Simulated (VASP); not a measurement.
# MgB2 (P6/mmm) in VASP: notebook

MgB2 is run at these levels: PBEsol, RPBE; tasks: relaxation of cell and atoms.

Everything below comes from runs of VASP 6.6.1. Logs are shortened: lines on timing, memory, paths and dates and some standing lists are left out, and cuts for length are marked.

### 1 The cell of the first run

It takes space group P6/mmm (No. 191, hexagonal). Conventional cell: a = 3.085 Å, b = 3.085 Å, c = 3.523 Å, α = 90.00°, β = 90.00°, γ = 120.00°. Within 3.3 Å of Mg (site symmetry 6/mmm) lie 12 B at 2.51 Å and 6 Mg at 3.08 to 3.09 Å. Within 2.4 Å of B (site symmetry -6m2) lie 3 B at 1.78 Å.

### 2 Relaxation of cell and atoms, PBEsol

Contents of INCAR:

```
SYSTEM = MgB2
PREC = Accurate
ENCUT = 600
EDIFF = 1E-7
ISMEAR = -1
SIGMA = 0.05
LREAL = .False.
LASPH = .True.
NELM = 60
ALGO = Normal
ISIF = 3
LWAVE = .False.
LCHARG = .False.
GGA = PS
IBRION = 2
NSW = 60
EDIFFG = -0.01
```

Contents of KPOINTS:

```
Automatic mesh
0
Gamma
  10 10 8
  0 0 0
```

Contents of POSCAR:

```
MgB2
1.0
    3.0850000000      0.0000000000      0.0000000000
   -1.5425000000      2.6716883707      0.0000000000
    0.0000000000      0.0000000000      3.5230000000
Mg B
1 2
Direct
    0.0000000000      0.0000000000      0.0000000000
    0.6666666667      0.3333333333      0.5000000000
    0.3333333333      0.6666666667      0.5000000000
```

Potentials or basis: VASP PAW PBE potentials, release 64 (Mg, B).

On the command line:

```console
> cat potpaw_PBE.64/Mg/POTCAR potpaw_PBE.64/B/POTCAR > POTCAR
> mpirun -np 1 vasp_std > vasp.out
```

OUTCAR:

```text
SYSTEM = MgB2
   PREC = Accurate
   ENCUT = 600
   EDIFF = 1E-7
   ISMEAR = -1
   LREAL = .False.
   LASPH = .True.
   NELM = 60
   ISIF = 3
   GGA = PS
   IBRION = 2
   NSW = 60
   EDIFFG = -0.01

 ion  position               nearest neighbor table
   1  0.000  0.000  0.000-   2 2.51   3 2.51   2 2.51   3 2.51   2 2.51   2 2.51   3 2.51   3 2.51
                             2 2.51   2 2.51   3 2.51   3 2.51
   2  0.667  0.333  0.500-   3 1.78   3 1.78   3 1.78   1 2.51   1 2.51   1 2.51   1 2.51   1 2.51
                             1 2.51
   3  0.333  0.667  0.500-   2 1.78   2 1.78   2 1.78   1 2.51   1 2.51   1 2.51   1 2.51   1 2.51
                             1 2.51

  LATTYP: Found a hexagonal cell.
 ALAT       =     3.0850000000
 C/A-ratio  =     1.1419773096

  Lattice vectors:

 A1 = (   3.0850000000,   0.0000000000,   0.0000000000)
 A2 = (  -1.5425000000,   2.6716883707,   0.0000000000)
 A3 = (   0.0000000000,   0.0000000000,   3.5230000000)

Analysis of symmetry for initial positions (statically):
=====================================================================
 Subroutine PRICEL returns:
 Original cell was already a primitive cell.

 Routine SETGRP: Setting up the symmetry group for a
 hexagonal supercell.

 Subroutine GETGRP returns: Found 24 space group operations
 (whereof 24 operations were pure point group operations)
 out of a pool of 24 trial point group operations.

The static configuration has the point symmetry D_6h.

Analysis of symmetry for dynamics (positions and initial velocities):
=====================================================================
 Subroutine PRICEL returns:
 Original cell was already a primitive cell.

 Routine SETGRP: Setting up the symmetry group for a
 hexagonal supercell.

 Subroutine GETGRP returns: Found 24 space group operations
 (whereof 24 operations were pure point group operations)
 out of a pool of 24 trial point group operations.

The dynamic configuration has the point symmetry D_6h.

 Subroutine INISYM returns: Found 24 space group operations
 (whereof 24 operations are pure point group operations),
 and found     1 'primitive' translations

----------------------------------------------------------------------------------------

                                     Primitive cell

  volume of cell :      29.0371

[... 98 lines left out ...]
   POTIM  = 0.5000    time-step for ionic-motion
   TEBEG  =    0.0;   TEEND  =   0.0 temperature during run
   PSTRESS=    0.0 pullay stress
   NELECT =       8.0000    total number of electrons
   NUPDOWN=      -1.0000    fix difference up-down
   EMIN   =  10.00;   EMAX   =-10.00  energy-range for DOS
   EFERMI =   0.00;   METHOD = LEGACY
   ISMEAR =    -1;   SIGMA  =   0.05  broadening in eV -4-tet -1-fermi 0-gaus
   EFERMI_NEDOS =   21; number of points for ismear=-14 and -15
   IALGO  =     38    algorithm
   IMIX   =      4    mixing-type and parameters
     AMIX     =   0.40;   BMIX     =  1.00
     AMIX_MAG =   1.60;   BMIX_MAG =  1.00
  volume/ion in A,a.u.               =       9.68        65.32
  Fermi-wavevector in a.u.,A,eV,Ry     =   1.065255  2.013040 15.439462  1.134768
  Thomas-Fermi vector in A             =   2.200801
   LORBIT       =      0    0 simple, 1 ext, 2 COOP (PROOUT), +10 PAW based schemes
   GGA     = PS    functional components
   LHFCALC =     F    Hartree Fock is set to
   AEXX    =    0.0000 exact exchange contribution
   IVDW    =     0    specifies the selected vdW correction
   LEPSILON=     F    determine dielectric tensor
   LRPA    =     F    only Hartree local field effects (RPA)
 conjugate gradient relaxation of ions
 non-spin polarized calculation
  energy-cutoff  :      600.00
  volume of cell :       29.04
 maximum number of plane-waves:       986
 NGX is ok and might be reduce to    28
   NGX = 13   NGY = 13   NGZ = 15

--------------------------------------- Ionic step        1  -------------------------------------------

 number of electron       8.0000000 magnetization

 Free energy of the ion-electron system (eV)
  ---------------------------------------------------
  ext. energy  EPLUGINS =         0.00000000
  ---------------------------------------------------
  free energy    TOTEN  =       -16.21996251 eV

  energy without entropy =      -16.21353532  energy(sigma->0) =      -16.21674892

------------------------ aborting loop because EDIFF is reached ----------------------------------------

  FORCE on cell =-STRESS in cart. coord.  units (eV):
  Direction    XX          YY          ZZ          XY          YZ          ZX
  --------------------------------------------------------------------------------------
  -------------------------------------------------------------------------------------
  Total       -0.5293338     -0.5293338     -0.5957119      0.0000000      0.0000000      0.0000000
  in kB      -29.2069755    -29.2069755    -32.8695134      0.0000000      0.0000000      0.0000000
  external PRESSURE =     -30.4278215 kB  Pullay stress =       0.0000000 kB
[... 135 lines left out ...]
--------------------------------------- Ionic step        5  -------------------------------------------

 number of electron       8.0000000 magnetization

 Free energy of the ion-electron system (eV)
  ---------------------------------------------------
  ext. energy  EPLUGINS =         0.00000000
  ---------------------------------------------------
  free energy    TOTEN  =       -16.22621912 eV

  energy without entropy =      -16.21994815  energy(sigma->0) =      -16.22308364

 E-fermi :   5.4131     XC(G=0): -11.0815

 val. band max:        5.3790399839   @ k =   0.1000   0.0000   0.1250
 cond. band min:       5.4587267358   @ k =   0.3000   0.2000   0.0000
 fundamental gap:      0.0796867519
 Fermi energy:         5.4130935189

 k-point     1 :       0.0000    0.0000    0.0000
  band No.  band energies     occupation
      1      -7.1656      2.00000
      2       2.4534      2.00000
      3       5.7289      0.00360
      4       5.7289      0.00360
      5       7.1473      0.00000
      6      11.6685      0.00000
      7      11.6685      0.00000
      8      13.5966      0.00000
[... 243 lines left out ...]
 k-point    24 :       0.4000    0.1000    0.1250
  band No.  band energies     occupation
      1      -3.5093      2.00000
      2      -1.7553      2.00000
      3       2.4959      2.00000
      4       4.7134      2.00000
      5       7.6101      0.00000
      6      10.5883      0.00000
      7      11.8885      0.00000
      8      13.8337      0.00000

 [... further k-points ...]
[... 5 lines left out ...]
  --------------------------------------------------------------------------------------
  -------------------------------------------------------------------------------------
  Total        0.0015631      0.0015631      0.0012589      0.0000000      0.0000000      0.0000000
  in kB        0.0881626      0.0881626      0.0710057      0.0000000      0.0000000      0.0000000
  external PRESSURE =       0.0824437 kB  Pullay stress =       0.0000000 kB
[... 18 lines left out ...]
  FREE ENERGIE OF THE ION-ELECTRON SYSTEM (eV)
  ---------------------------------------------------
  free  energy   TOTEN  =       -16.2262191174 eV

  energy  without entropy=      -16.2199481536  energy(sigma->0) =      -16.22308364

 reached required accuracy - stopping structural energy minimisation
```

CONTCAR:

```text
MgB2
   1.00000000000000
     3.0697419267935055   -0.0000000000000000    0.0000000000000000
    -1.5348709633967528    2.6584744916899998   -0.0000000000000000
    -0.0000000000000000   -0.0000000000000000    3.4807064531185512
  Mg              B
     1     2
Direct
     0.0000000000000000    0.0000000000000000    1.0000000000000000
     0.6666666667000030    0.3333333332999970    0.5000000000000000
     0.3333333332999970    0.6666666667000030    0.5000000000000000

  0.00000000E+00  0.00000000E+00  0.00000000E+00
  0.00000000E+00  0.00000000E+00  0.00000000E+00
  0.00000000E+00  0.00000000E+00  0.00000000E+00
```

It took 48 s on 1 thread of AMD EPYC 7R43 (Zen 3), shared host; peak memory 0.14 GiB.

What came out:

```
Free energy                            : -16.2262 eV
Relaxed volume                         : 9.47 Å³/atom
Relaxed cell                           : a = 3.070 Å, b = 3.070 Å, c = 3.481 Å, α = 90.00°, β = 90.00°, γ = 120.00°
Space group after relaxing (to 0.05 Å) : P6/mmm (No. 191)
Energy gained by relaxing              : 2.1 meV/atom
Ionic steps                            : 5
Pressure after relaxing                : 0.0 GPa
Band gap on the k mesh                 : zero (band 4 reaches 6.54 eV, above the bottom of band 5 at 3.96 eV)
```

Step by step:
```csv
step,energy change (eV),largest force (eV/Å),pressure (GPa),volume (Å³)
1,0.0000,0.0000,-3.04,29.04
2,-0.0052,0.0000,1.01,28.27
3,-0.0057,0.0000,0.04,28.44
4,-0.0062,0.0000,0.02,28.42
5,-0.0063,0.0000,0.01,28.41
```

Final structure:
```cif
data_structure
_symmetry_space_group_name_H-M 'P 1'
_symmetry_Int_Tables_number 1
_cell_length_a 3.0697
_cell_length_b 3.0697
_cell_length_c 3.4807
_cell_angle_alpha 90.000
_cell_angle_beta 90.000
_cell_angle_gamma 120.000
_cell_volume 28.41
loop_
_atom_site_label
_atom_site_type_symbol
_atom_site_fract_x
_atom_site_fract_y
_atom_site_fract_z
_atom_site_occupancy
Mg1 Mg 0.00000 0.00000 0.00000 1
B1 B 0.66667 0.33333 0.50000 1
B2 B 0.33333 0.66667 0.50000 1
```

Caveat: the PAW data sets were made with another functional, which shifts forces and pressure a little.

### 3 Relaxation of cell and atoms, RPBE

Contents of INCAR:

```
ALGO = Normal ; EDIFF = 1E-7
EDIFFG = -0.01 ; ENCUT = 600
GGA = RP ; IBRION = 2
ISIF = 3 ; ISMEAR = -1
LASPH = T ; LCHARG = F
LREAL = F ; LWAVE = F
NELM = 100 ; NSW = 60
PREC = Accurate ; SIGMA = 0.05
```

Contents of KPOINTS:

```
k-points
0
Gamma
  10 10 8
```

POSCAR is that of step 2.

Potentials or basis: VASP PAW PBE potentials, release 64 (Mg, B).

On the command line:

```console
> cat potpaw_PBE.64/Mg/POTCAR potpaw_PBE.64/B/POTCAR > POTCAR
> mpirun -np 1 vasp_std > vasp.out
```

It took 46 s on 1 thread of AMD EPYC 7R43 (Zen 3), shared host; peak memory 0.14 GiB.

Results (log left out):

| Quantity | Value |
| --- | --- |
| Free energy | -14.5211 eV |
| Relaxed volume | 9.81 Å³/atom |
| Relaxed cell | a = 3.099 Å, b = 3.099 Å, c = 3.540 Å, α = 90.00°, β = 90.00°, γ = 120.00° |
| Space group after relaxing (to 0.05 Å) | P6/mmm (No. 191) |
| Energy gained by relaxing | 0.8 meV/atom |
| Ionic steps | 5 |
| Pressure after relaxing | 0.0 GPa |
| Band gap on the k mesh | zero (band 4 reaches 6.40 eV, above the bottom of band 5 at 3.97 eV) |

Stress tensor (GPa, compression positive):
```
-0.09  0.00  0.00
 0.00 -0.09  0.00
 0.00  0.00  0.12
```

The path:
```csv
step,energy change (eV),largest force (eV/Å),pressure (GPa),volume (Å³)
1,0.0000,0.0000,2.04,29.04
2,-0.0021,0.0000,-0.68,29.56
3,-0.0024,0.0000,0.04,29.42
4,-0.0024,0.0000,0.00,29.42
5,-0.0025,0.0000,-0.02,29.44
```

Final structure:
```
Mg B
1.0
     3.09898    0.00000    0.00000
    -1.54949    2.68379    0.00000
     0.00000    0.00000    3.53956
Mg B
1 2
Direct
  0.00000 0.00000 0.00000
  0.66667 0.33333 0.50000
  0.33333 0.66667 0.50000
```

Levels at points of the mesh, in eV from the Fermi level:
| k point | band 2 | band 3 | band 4 | band 5 | band 6 | band 7 |
| --- | --- | --- | --- | --- | --- | --- |
| (0.00, 0.00, 0.00) | -2.95 | 0.32 | 0.32 | 1.59 | 6.21 | 6.21 |
| (0.50, 0.00, 0.00) | -7.83 | -2.19 | 0.17 | 3.01 | 3.78 | 5.22 |
| (0.00, 0.00, 0.50) | -7.39 | 0.70 | 0.70 | 6.55 | 6.55 | 7.85 |
| (0.50, 0.00, 0.50) | -6.94 | -3.58 | -1.90 | -1.31 | 5.54 | 8.70 |

Caveat: the PAW data sets were made with another functional, which shifts forces and pressure a little. Zero-point motion and thermal expansion aren't in these numbers.
